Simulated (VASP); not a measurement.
Wanted: the native input for a VASP 6.6.1 run.

```yaml
Task: single point
Functional: PBE
Potentials_or_basis: VASP PAW PBE potentials, release 64 (Al, Ni)
Cutoff: 520 eV
k_mesh: 18 × 18 × 18
Occupations: gaussian, width 0.15 eV
Spin: no spin polarisation
Dipole_correction: no
Further_INCAR_settings: ALGO = Fast; EDIFF = 1e-07; NBANDS = 14
```

The structure of AlNi lies in POSCAR:

```
AlNi
1.0
    2.9771959566      0.5632532891      0.5632532891
    0.5632532891      2.9771959566      0.5632532891
    0.5632532891      0.5632532891      2.9771959566
Al Ni
1 1
Direct
    0.0000000000      0.0000000000      0.0000000000
    0.5000000000      0.5000000000      0.5000000000
```

This cell differs from its parent crystal: ratio of the length along [111] to the lengths across it x 1.7, volume and fractional coordinates fixed.

The input as run:

INCAR

```
ALGO     = Fast           # electronic algorithm
EDIFF    = 1E-7           # SCF threshold, eV
ENCUT    = 520            # plane-wave cutoff, eV
GGA      = PE             # functional
ISIF     = 2              # what is computed and relaxed
ISMEAR   = 0              # smearing method
LASPH    = True           # aspherical terms in the spheres
LCHARG   = True           # write CHGCAR
LELF     = True           # ELF
LREAL    = False          # projectors in reciprocal space
LVHAR    = True         
LWAVE    = False          # write WAVECAR
NBANDS   = 14             # bands
NELM     = 80             # most SCF steps
PREC     = Accurate       # precision mode
SIGMA    = 0.15           # smearing width, eV
```

KPOINTS

```
k-points
0
Gamma
  18 18 18
```

Potentials or basis: VASP PAW PBE potentials, release 64 (Al, Ni).

The run is started by

```sh
$ cat potpaw_PBE.64/Al/POTCAR potpaw_PBE.64/Ni/POTCAR > POTCAR
$ mpirun -np 1 vasp_std > vasp.out
```

It gave:

The pressure is 26.5 GPa.

It took 2.4 min on 1 thread of Intel(R) Xeon(R) Platinum 8259CL CPU @ 2.50GHz (Skylake/Cascade Lake), with other jobs on the host, peak memory 0.3 GiB.
